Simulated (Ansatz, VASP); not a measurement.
# GaN: VASP beside Ansatz

File INCAR:

```
SYSTEM = GaN
ALGO = Normal
EDIFF = 1E-6
ENCUT = 520
GGA = PE
ISIF = 2
ISMEAR = -1
LASPH = .TRUE.
LCHARG = .FALSE.
LREAL = .FALSE.
LWAVE = .FALSE.
NBANDS = 16
NELM = 100
PREC = Accurate
SIGMA = 0.02
```

Contents of KPOINTS:

```
k-points
0
G
  13 13 13
  0 0 0
```

POSCAR

```
GaN
1.0
   -0.0398500000      1.9725750000      1.9725750000
    1.9725750000     -0.0398500000      1.9725750000
    1.9725750000      1.9725750000     -0.0398500000
Ga N
1 1
Direct
    0.5000000000      0.5000000000      0.5000000000
    0.0000000000      0.0000000000      0.0000000000
```

Input for Ansatz:

```yaml
crystal:
  lattice:
    - [-0.03985, 1.972575, 1.972575]
    - [1.972575, -0.03985, 1.972575]
    - [1.972575, 1.972575, -0.03985]
  atoms:
    - { symbol: Ga, position: [0.5, 0.5, 0.5] }
    - { symbol: "N", position: [0.0, 0.0, 0.0] }
kpoints:
  mp_grid: { grid: [13, 13, 13] }
  band_path:
    path:
      - [0.0, 0.0, 0.0]
      - [0.5, 0.5, 0.5]
      - [0.2551801333, 0.5, 0.7448198667]
      - [-0.2551801333, 0.2551801333, 0.5]
      - [0.0, 0.0, 0.5]
      - [0.0, 0.0, 0.0]
      - [-0.3775900666, 0.0, 0.3775900666]
      - [0.0, 0.3775900666, 0.6224099334]
      - [0.0, 0.5, 0.5]
    npoints: 5
scf:
  occupations: { method: fermi_dirac, width: 0.02 }
hamiltonian:
  xc: pbe
  pseudopotentials: { kind: all_electron, lapw: { basis_error: 0.001 } }
output:
  forces: true
  stress: true
  eigenvalues: true
```

Change from the starting cell: equal xy, yz and zx shear strains of -2 %.

Alike in both runs: task single point; functional PBE; k mesh 13 × 13 × 13; occupations fermi-dirac, width 0.02 eV; no spin polarisation.

|  | VASP | Ansatz |
| --- | --- | --- |
| version | VASP 6.6.1 | Ansatz 0.2.0 |
| potentials or method | VASP PAW PBE potentials, release 64 (Ga_d, N), cutoff 520 eV | all-electron LAPW, scalar-relativistic |

Ansatz gave:

- gap on the k mesh at the Fermi level (eV): 1.82
- pressure (GPa): 69.2
- traceless stress, the component that is largest in VASP (GPa): 5.15

Q: What did VASP give for the same quantities?

A: gap on the k mesh at the Fermi level (eV): 1.81; pressure (GPa): 70.4; traceless stress, the component that is largest in VASP (GPa): 5.13.

Both programs put the cell under a high pressure, so it lies far from rest at this level. Ansatz ran all-electron here, and VASP with PAW potentials.

Noted on VASP's run: the cell as given lies far from equilibrium.
